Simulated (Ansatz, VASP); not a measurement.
## One calculation of Ga, two programs

The input INCAR:

```
SYSTEM = Ga
PREC = Accurate ; ENCUT = 520
EDIFF = 1E-6 ; ISMEAR = -1
SIGMA = 0.1 ; LREAL = .FALSE.
LASPH = .TRUE. ; NELM = 100
ALGO = Normal ; ISIF = 2
LWAVE = .FALSE. ; LCHARG = .TRUE.
GGA = PE ; LELF = .TRUE.
LVHAR = .TRUE. ; NBANDS = 26
```

KPOINTS

```
Automatic mesh
0
G
  9 9 12
  0 0 0
```

The input POSCAR:

```
Ga
1.0
    4.8883164693      0.0000000000      0.0000000000
   -2.4441582347      4.2334062441      0.0000000000
    0.0000000000      0.0000000000      3.1331717271
Ga
3
Direct
    1.0000000000      1.0000000000      0.0000000000
    0.3333333333      0.6666666667      0.5000000000
    0.6666666667      0.3333333333      0.5000000000
```

Input for Ansatz:

```yaml
crystal:
  lattice:
    - [4.8883164693, 0.0, 0.0]
    - [-2.4441582347, 4.2334062441, 0.0]
    - [0.0, 0.0, 3.1331717271]
  atoms:
    - { symbol: Ga, position: [1.0, 1.0, 0.0] }
    - { symbol: Ga, position: [0.3333333333, 0.6666666667, 0.5] }
    - { symbol: Ga, position: [0.6666666667, 0.3333333333, 0.5] }
hamiltonian:
  xc: pbe
  pseudopotentials:
    kind: paw
    azcp:
      Ga: "pseudopotentials/Ga.paw.azcp"
basis:
  ecutwfc: 420
  fft_grid_basis: typed
kpoints:
  mp_grid: { grid: [9, 9, 12], shift: [0, 0, 0] }
magnetization:
  spin_polarized: false
scf:
  occupations: { method: fermi_dirac, width: 0.1 }
  lower_state_search: "off"
output:
  stress: true
  write_density: true
  write_potential: true
  elf: true
  volumetric_format: npy
```

Alike in both runs: task single point; functional PBE; k mesh 9 × 9 × 12; occupations fermi-dirac, width 0.1 eV; no spin polarisation.

|  | VASP | Ansatz |
| --- | --- | --- |
| version | VASP 6.6.1 | Ansatz 0.2.0 |
| potentials or method | VASP PAW PBE potentials, release 64 (Ga_d), cutoff 520 eV | plane waves (420 eV) with PAW, scalar-relativistic |
| valence electrons in the cell | 39 | 39 |

|  | VASP | Ansatz | Ansatz less VASP |
| --- | --- | --- | --- |
| pressure (GPa) | -3.7 | -3.8 | -0.14 |
| traceless stress, the component that is largest in VASP (GPa) | -0.16 | -0.13 | +0.025 |
